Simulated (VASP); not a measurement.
A run of VASP 6.6.1:

Contents of INCAR:

```
PREC     = Accurate       # precision mode
ENCUT    = 600            # plane-wave cutoff, eV
EDIFF    = 1E-7           # SCF threshold, eV
ISMEAR   = 0              # smearing method
SIGMA    = 0.1            # smearing width, eV
LREAL    = F              # projectors in reciprocal space
LASPH    = T              # aspherical terms in the spheres
NELM     = 80             # most SCF steps
ALGO     = Normal         # electronic algorithm
ISIF     = 3              # what is computed and relaxed
LWAVE    = F              # write WAVECAR
LCHARG   = F              # write CHGCAR
GGA      = PE             # functional
IBRION   = 2              # ionic algorithm
NSW      = 90             # ionic steps
EDIFFG   = -0.04          # ionic threshold
```

KPOINTS

```
regular mesh
0
Gamma
  6 6 4
```

File POSCAR:

```
RbLaSn
1.0
    5.0358069700      0.0000000000      0.0000000000
   -2.5179034800      4.3611367600      0.0000000000
    0.0000000000      0.0000000000      4.8873786000
Rb La Sn
1 1 1
Direct
    0.0000000000      0.0000000000      0.0000000000
    0.3333333300      0.6666666700      0.5000000000
    0.6666666700      0.3333333300      0.5000000000
```

Potentials or basis: VASP PAW PBE potentials, release 64 (Rb_sv, La, Sn_d).

The run is started by

```bash
$ cat potpaw_PBE.64/Rb_sv/POTCAR potpaw_PBE.64/La/POTCAR potpaw_PBE.64/Sn_d/POTCAR > POTCAR
$ mpirun -np 1 vasp_std > vasp.out
```

Hardware: 1 thread of Intel(R) Xeon(R) Platinum 8559C (Emerald Rapids) (shared host).

Q: Estimate the wall time of this run.

A: It took 5.6 min on 1 thread of Intel(R) Xeon(R) Platinum 8559C (Emerald Rapids), with other jobs on the host, peak memory 0.3 GiB. Counts: scf iterations 100, k points 21, ion steps 9.
